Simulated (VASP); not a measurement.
# GaAs (F-43m) in VASP: notebook

Aim: see how the results for GaAs move with the level of theory and the settings. Levels: PBE, r2SCAN. Tasks: single point.

Everything below comes from runs of VASP 6.6.1. Logs are shortened: lines on timing, memory, paths and dates and some standing lists are left out, and cuts for length are marked.

### 1 The cell of the first run

Symmetry: F-43m, No. 216, cubic system. Conventional cell: a = 5.666 Å, b = 5.666 Å, c = 5.666 Å, α = 90.00°, β = 90.00°, γ = 90.00°. Within 3.2 Å of Ga (site symmetry -43m) lie 4 As at 2.45 Å. Within 3.2 Å of As (site symmetry -43m) lie 4 Ga at 2.45 Å.

### 2 Single point, PBE

INCAR

```
PREC = Accurate
ENCUT = 520
EDIFF = 1E-6
ISMEAR = 0
SIGMA = 0.01
LREAL = False
LASPH = True
NELM = 100
ALGO = Normal
ISIF = 2
LWAVE = False
LCHARG = False
GGA = PE
NBANDS = 16
```

KPOINTS

```
regular mesh
0
Gamma
  4 4 4
```

POSCAR

```
GaAs
1.0
    0.0000000000      2.8330850939      2.8330850939
    2.8330850939      0.0000000000      2.8330850939
    2.8330850939      2.8330850939      0.0000000000
Ga As
1 1
Direct
    0.0000000000      0.0000000000      0.0000000000
    0.2500000000      0.2500000000      0.2500000000
```

Potentials or basis: VASP PAW PBE potentials, release 64 (Ga_d, As).

Started as:

```console
> cat potpaw_PBE.64/Ga_d/POTCAR potpaw_PBE.64/As/POTCAR > POTCAR
> mpirun -np 1 vasp_std > vasp.out
```

OUTCAR:

```text
PREC = Accurate
   ENCUT = 520
   EDIFF = 1E-6
   ISMEAR = 0
   LREAL = False
   LASPH = True
   NELM = 100
   ISIF = 2
   GGA = PE

 ion  position               nearest neighbor table
   1  0.000  0.000  0.000-   2 2.45   2 2.45   2 2.45   2 2.45
   2  0.250  0.250  0.250-   1 2.45   1 2.45   1 2.45   1 2.45

  LATTYP: Found a face centered cubic cell.
 ALAT       =     5.6661701878

  Lattice vectors:

 A1 = (   0.0000000000,   2.8330850939,   2.8330850939)
 A2 = (   2.8330850939,   0.0000000000,   2.8330850939)
 A3 = (   2.8330850939,   2.8330850939,   0.0000000000)

Analysis of symmetry for initial positions (statically):
=====================================================================
 Subroutine PRICEL returns:
 Original cell was already a primitive cell.

 Routine SETGRP: Setting up the symmetry group for a
 face centered cubic supercell.

 Subroutine GETGRP returns: Found 24 space group operations
 (whereof 24 operations were pure point group operations)
 out of a pool of 48 trial point group operations.

The static configuration has the point symmetry T_d .

Analysis of symmetry for dynamics (positions and initial velocities):
=====================================================================
 Subroutine PRICEL returns:
 Original cell was already a primitive cell.

 Routine SETGRP: Setting up the symmetry group for a
 face centered cubic supercell.

 Subroutine GETGRP returns: Found 24 space group operations
 (whereof 24 operations were pure point group operations)
 out of a pool of 48 trial point group operations.

The dynamic configuration has the point symmetry T_d .

 Subroutine INISYM returns: Found 24 space group operations
 (whereof 24 operations are pure point group operations),
 and found     1 'primitive' translations

----------------------------------------------------------------------------------------

                                     Primitive cell

  volume of cell :      45.4788

  direct lattice vectors                    reciprocal lattice vectors
     0.000000000  2.833085094  2.833085094    -0.176486051  0.176486051  0.176486051
     2.833085094  0.000000000  2.833085094     0.176486051 -0.176486051  0.176486051
     2.833085094  2.833085094  0.000000000     0.176486051  0.176486051 -0.176486051

  length of vectors
     4.006587363  4.006587363  4.006587363     0.305682807  0.305682807  0.305682807

  position of ions in fractional coordinates (direct lattice)
     0.000000000  0.000000000  0.000000000
     0.250000000  0.250000000  0.250000000

  ion indices of the primitive-cell ions
   primitive index   ion index
                 1           1
                 2           2

----------------------------------------------------------------------------------------

 KPOINTS: regular mesh

Automatic generation of k-mesh.
 Grid dimensions read from file:
 generate k-points for:    4    4    4

 Generating k-lattice:

  Cartesian coordinates                     Fractional coordinates (reciprocal lattice)
    -0.044121513  0.044121513  0.044121513     0.250000000  0.000000000  0.000000000
     0.044121513 -0.044121513  0.044121513     0.000000000  0.250000000  0.000000000
     0.044121513  0.044121513 -0.044121513     0.000000000  0.000000000  0.250000000

  Length of vectors
     0.076420702  0.076420702  0.076420702

  Shift w.r.t. Gamma in fractional coordinates (k-lattice)
     0.000000000  0.000000000  0.000000000

 Subroutine IBZKPT returns following result:
 ===========================================

 Found      8 irreducible k-points:

 Following reciprocal coordinates:
            Coordinates               Weight
  0.000000  0.000000  0.000000      1.000000
  0.250000  0.000000  0.000000      8.000000
  0.500000  0.000000  0.000000      4.000000
  0.250000  0.250000  0.000000      6.000000
  0.500000  0.250000  0.000000     24.000000
 -0.250000  0.250000  0.000000     12.000000
  0.500000  0.500000  0.000000      3.000000
 -0.250000  0.500000  0.250000      6.000000
   k-points           NKPTS =      8   k-points in BZ     NKDIM =      8   number of bands    NBANDS=     16
   number of dos      NEDOS =    301   number of ions     NIONS =      2
   total plane-waves  NPLWV =  27000
   dimension x,y,z NGX =    30 NGY =   30 NGZ =   30
   dimension x,y,z NGXF=    60 NGYF=   60 NGZF=   60
   ions per type =               1   1
   NGX,Y,Z   is equivalent  to a cutoff of  12.45, 12.45, 12.45 a.u.
   NGXF,Y,Z  is equivalent  to a cutoff of  24.90, 24.90, 24.90 a.u.
 SYSTEM =  unknown system
   PREC   = accura    normal or accurate (medium, high low for compatibility)
   ISTART =      0    job   : 0-new  1-cont  2-samecut
   ICHARG =      2    charge: 1-file 2-atom 10-const
   ISPIN  =      1    spin polarized calculation?
   LNONCOLLINEAR =      F non collinear calculations
   LSORBIT =      F    spin-orbit coupling
   LASPH  =      T    aspherical Exc in radial PAW
   ENCUT  =  520.0 eV  38.22 Ry    6.18 a.u.   7.45  7.45  7.45*2*pi/ulx,y,z
   NELM   =    100;   NELMIN=  2; NELMDL= -5     # of ELM steps
   EDIFF  = 0.1E-05   stopping-criterion for ELM
   LREAL  =      F    real-space projection
   EDIFFG = 0.1E-04   stopping-criterion for IOM
   NSW    =      0    number of steps for IOM
   IBRION =     -1    ionic relax: 0-MD 1-quasi-New 2-CG
   NFREE  =      0    steps in history (QN), initial steepest desc. (CG)
   ISIF   =      2    stress and relaxation
   ISYM   =      2    0-nonsym 1-usesym 2-fastsym
   POTIM  = 0.5000    time-step for ionic-motion
   TEBEG  =    0.0;   TEEND  =   0.0 temperature during run
   PSTRESS=    0.0 pullay stress
   NELECT =      18.0000    total number of electrons
   NUPDOWN=      -1.0000    fix difference up-down
   EMIN   =  10.00;   EMAX   =-10.00  energy-range for DOS
   EFERMI =   0.00;   METHOD = LEGACY
   ISMEAR =     0;   SIGMA  =   0.01  broadening in eV -4-tet -1-fermi 0-gaus
   EFERMI_NEDOS =   21; number of points for ismear=-14 and -15
   IALGO  =     38    algorithm
   IMIX   =      4    mixing-type and parameters
     AMIX     =   0.40;   BMIX     =  1.00
     AMIX_MAG =   1.60;   BMIX_MAG =  1.00
  volume/ion in A,a.u.               =      22.74       153.45
  Fermi-wavevector in a.u.,A,eV,Ry     =   1.201977  2.271407 19.656990  1.444748
  Thomas-Fermi vector in A             =   2.337771
   LORBIT       =      0    0 simple, 1 ext, 2 COOP (PROOUT), +10 PAW based schemes
   GGA     = PE    functional components
   LHFCALC =     F    Hartree Fock is set to
   AEXX    =    0.0000 exact exchange contribution
   IVDW    =     0    specifies the selected vdW correction
   LEPSILON=     F    determine dielectric tensor
   LRPA    =     F    only Hartree local field effects (RPA)
 non-spin polarized calculation
 Gauss-broadening in eV      SIGMA  =   0.01
  energy-cutoff  :      520.00
  volume of cell :       45.48
 maximum number of plane-waves:      1243
 NGX is ok and might be reduce to    30
   NGX = 15   NGY = 15   NGZ = 15

 number of electron      17.9999990 magnetization

 Free energy of the ion-electron system (eV)
  ---------------------------------------------------
  ext. energy  EPLUGINS =         0.00000000
  ---------------------------------------------------
  free energy    TOTEN  =        -8.07966099 eV

  energy without entropy =       -8.07966099  energy(sigma->0) =       -8.07966099

 E-fermi :   3.9732     XC(G=0):  -9.5309

 val. band max:        3.9192578722   @ k =   0.0000   0.0000   0.0000
 cond. band min:       4.3782180073   @ k =   0.0000   0.0000   0.0000
 fundamental gap:      0.4589601351
 Fermi energy:         3.9731501869

 k-point     1 :       0.0000    0.0000    0.0000
  band No.  band energies     occupation
      1     -10.9330      2.00000
      2     -10.9330      2.00000
      3     -10.9330      2.00000
      4     -10.8568      2.00000
      5     -10.8568      2.00000
      6      -8.7616      2.00000
[... 8 lines left out ...]
     15      13.9958      0.00000
     16      13.9958      0.00000

 k-point     2 :       0.2500    0.0000    0.0000
  band No.  band energies     occupation
      1     -10.9732      2.00000
      2     -10.9221      2.00000
      3     -10.9221      2.00000
      4     -10.8565      2.00000
      5     -10.8565      2.00000
      6      -8.0753      2.00000
[... 8 lines left out ...]
     15      12.9089      0.00000
     16      12.9089      0.00000

 k-point     3 :       0.5000    0.0000    0.0000
  band No.  band energies     occupation
      1     -11.0079      2.00000
      2     -10.9142      2.00000
      3     -10.9142      2.00000
      4     -10.8530      2.00000
      5     -10.8530      2.00000
      6      -7.0111      2.00000
[... 8 lines left out ...]
     15      15.7325      0.00000
     16      15.7325      0.00000

 k-point     4 :       0.2500    0.2500    0.0000
  band No.  band energies     occupation
      1     -10.9930      2.00000
      2     -10.9097      2.00000
      3     -10.9097      2.00000
      4     -10.8680      2.00000
      5     -10.8506      2.00000
      6      -7.8412      2.00000
[... 8 lines left out ...]
     15      14.9948      0.00000
     16      15.2773      0.00000

 k-point     5 :       0.5000    0.2500    0.0000
  band No.  band energies     occupation
      1     -11.0194      2.00000
      2     -10.9038      2.00000
      3     -10.8987      2.00000
      4     -10.8673      2.00000
      5     -10.8499      2.00000
      6      -6.7226      2.00000
[... 8 lines left out ...]
     15      15.8820      0.00000
     16      16.4467      0.00000

 k-point     6 :      -0.2500    0.2500    0.0000
  band No.  band energies     occupation
      1     -11.0050      2.00000
      2     -10.9105      2.00000
      3     -10.9085      2.00000
      4     -10.8586      2.00000
      5     -10.8565      2.00000
      6      -7.1343      2.00000
[... 8 lines left out ...]
     15      14.2165      0.00000
     16      16.5517      0.00000

 k-point     7 :       0.5000    0.5000    0.0000
  band No.  band energies     occupation
      1     -11.0389      2.00000
      2     -10.8853      2.00000
      3     -10.8853      2.00000
      4     -10.8815      2.00000
      5     -10.8443      2.00000
      6      -6.2728      2.00000
[... 8 lines left out ...]
     15      17.1654      0.00000
     16      17.2235      0.00000

 k-point     8 :      -0.2500    0.5000    0.2500
  band No.  band energies     occupation
      1     -11.0261      2.00000
      2     -10.9030      2.00000
      3     -10.8899      2.00000
      4     -10.8672      2.00000
      5     -10.8528      2.00000
      6      -6.2160      2.00000
[... 8 lines left out ...]
     15      16.0550      0.00000
     16      17.1811      0.00000

------------------------ aborting loop because EDIFF is reached ----------------------------------------

  FORCE on cell =-STRESS in cart. coord.  units (eV):
  Direction    XX          YY          ZZ          XY          YZ          ZX
  --------------------------------------------------------------------------------------
  -------------------------------------------------------------------------------------
  Total        0.9075330      0.9075330      0.9075330     -0.0000000     -0.0000000      0.0000000
  in kB       31.9715830     31.9715830     31.9715830     -0.0000000     -0.0000000      0.0000000
  external PRESSURE =      31.9715830 kB  Pullay stress =       0.0000000 kB

 VOLUME and BASIS-vectors are now :
 -----------------------------------------------------------------------------
  energy-cutoff  :      520.00
  volume of cell :       45.48
      direct lattice vectors                 reciprocal lattice vectors
     0.000000000  2.833085094  2.833085094    -0.176486051  0.176486051  0.176486051
     2.833085094  0.000000000  2.833085094     0.176486051 -0.176486051  0.176486051
     2.833085094  2.833085094  0.000000000     0.176486051  0.176486051 -0.176486051

 POSITION                                       TOTAL-FORCE (eV/Angst)
 -----------------------------------------------------------------------------------
      0.00000      0.00000      0.00000         0.000000      0.000000      0.000000
      1.41654      1.41654      1.41654        -0.000000     -0.000000     -0.000000
 -----------------------------------------------------------------------------------
    total drift:                                0.000002      0.000002      0.000002

  FREE ENERGIE OF THE ION-ELECTRON SYSTEM (eV)
  ---------------------------------------------------
  free  energy   TOTEN  =        -8.0796609852 eV

  energy  without entropy=       -8.0796609852  energy(sigma->0) =       -8.07966099
```

It took 12 s on 1 thread of Intel Xeon Platinum 8375C at 2.90GHz (Ice Lake), shared host; peak memory 0.16 GiB.

What came out:

* Free energy: -8.0797 eV
* Pressure: 3.2 GPa
* Band gap on the k mesh: 0.46 eV

Caveat: the k points lie up to 0.48 Å⁻¹ apart; semilocal functionals underestimate gaps, and a narrow one can read as zero.

### 3 Single point, PBE

INCAR

```
SYSTEM = GaAs
PREC = Accurate
ENCUT = 520
EDIFF = 1E-6
ISMEAR = -1
SIGMA = 0.02
LREAL = .False.
LASPH = .True.
NELM = 100
ALGO = Normal
ISIF = 2
LWAVE = .False.
LCHARG = .False.
GGA = PE
NBANDS = 16
```

KPOINTS

```
Automatic mesh
0
Gamma
  8 8 8
  0 0 0
```

POSCAR is that of step 2.

Potentials or basis: VASP PAW PBE potentials, release 64 (Ga_d, As).

Started as:

```console
> cat potpaw_PBE.64/Ga_d/POTCAR potpaw_PBE.64/As/POTCAR > POTCAR
> mpirun -np 1 vasp_std > vasp.out
```

Run time: 21 s. Hardware: 1 thread of Intel Xeon Platinum 8375C at 2.90GHz (Ice Lake), shared host; peak memory 0.17 GiB.

It converged, with:

```yaml
Free_energy: -8.2531 eV
Pressure: 2.9 GPa
Band_gap_on_the_k_mesh: 0.47 eV
```

Levels at points of the mesh, in eV from the valence-band top:
| k point | band 6 | band 7 | band 8 | band 9 | band 10 | band 11 | band 12 | band 13 |
| --- | --- | --- | --- | --- | --- | --- | --- | --- |
| (0.00, 0.00, 0.00) | -12.68 | 0.00 | 0.00 | 0.00 | 0.47 | 3.73 | 3.73 | 3.73 |
| (0.50, 0.00, 0.00) | -10.93 | -6.60 | -1.13 | -1.13 | 0.98 | 4.63 | 4.63 | 7.75 |
| (0.50, 0.50, 0.00) | -10.20 | -6.79 | -2.66 | -2.66 | 1.48 | 1.66 | 10.11 | 10.11 |

Caveat: semilocal functionals underestimate gaps, and a narrow one can read as zero.

(Continued in part 2 of 2.)
